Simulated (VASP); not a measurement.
Write the native input for VASP 6.6.1 that does the following.

* Task: relaxation of cell and atoms
* Functional: LDA
* Potentials or basis: VASP PAW LDA potentials, release 64 (Cu)
* Cutoff: 600 eV
* k mesh: 12 × 12 × 7
* Occupations: fermi-dirac, width 0.05 eV
* Spin: no spin polarisation
* Dipole correction: no
* Further INCAR settings: ALGO = Fast; EDIFF = 1e-06; IBRION = 2; EDIFFG = -0.01; NSW = 60; ISIF = 3

The structure of Cu lies in POSCAR:

```
Cu
1.0
    2.5340966698      0.0000000000      0.0000000000
   -1.2670483349      2.1945920917      0.0000000000
    0.0000000000      0.0000000000      4.1125710000
Cu
2
Direct
    0.6666666667      0.3333333333      0.7500000000
    0.3333333333      0.6666666667      0.2500000000
```

The input as run:

INCAR

```
SYSTEM = Cu
PREC     = Accurate       ! precision mode
ENCUT    = 600            ! plane-wave cutoff, eV
EDIFF    = 1E-6           ! SCF threshold, eV
ISMEAR   = -1             ! smearing method
SIGMA    = 0.05           ! smearing width, eV
LREAL    = .FALSE.        ! projectors in reciprocal space
LASPH    = .TRUE.         ! aspherical terms in the spheres
NELM     = 60             ! most SCF steps
ALGO     = Fast           ! electronic algorithm
ISIF     = 3              ! what is computed and relaxed
LWAVE    = .FALSE.        ! write WAVECAR
LCHARG   = .FALSE.        ! write CHGCAR
GGA      = CA             ! functional
IBRION   = 2              ! ionic algorithm
NSW      = 60             ! ionic steps
EDIFFG   = -0.01          ! ionic threshold
```

KPOINTS

```
regular mesh
0
G
  12 12 7
  0 0 0
```

Potentials or basis: VASP PAW LDA potentials, release 64 (Cu).

Run with:

```sh
$ cat potpaw_LDA.64/Cu/POTCAR > POTCAR
$ mpirun -np 1 vasp_std > vasp.out
```

Results of the run:

```yaml
Relaxed_volume: 10.97 Å³/atom
Relaxed_cell: a = 2.498 Å, b = 2.498 Å, c = 4.061 Å, α = 90.00°, β = 90.00°, γ = 120.00°
Space_group_after_relaxing_to_0.05_Å: P6_3/mmc (No. 194)
Energy_gained_by_relaxing: 10.8 meV/atom
Ionic_steps: 16
Pressure_after_relaxing: -0.1 GPa
Band_gap_on_the_k_mesh: zero (band 11 reaches 12.46 eV, above the bottom of band 12 at 6.29 eV)
```

Wall time 4.6 min on 1 thread of AMD EPYC 7R13, on a shared host, peak memory 0.12 GiB.
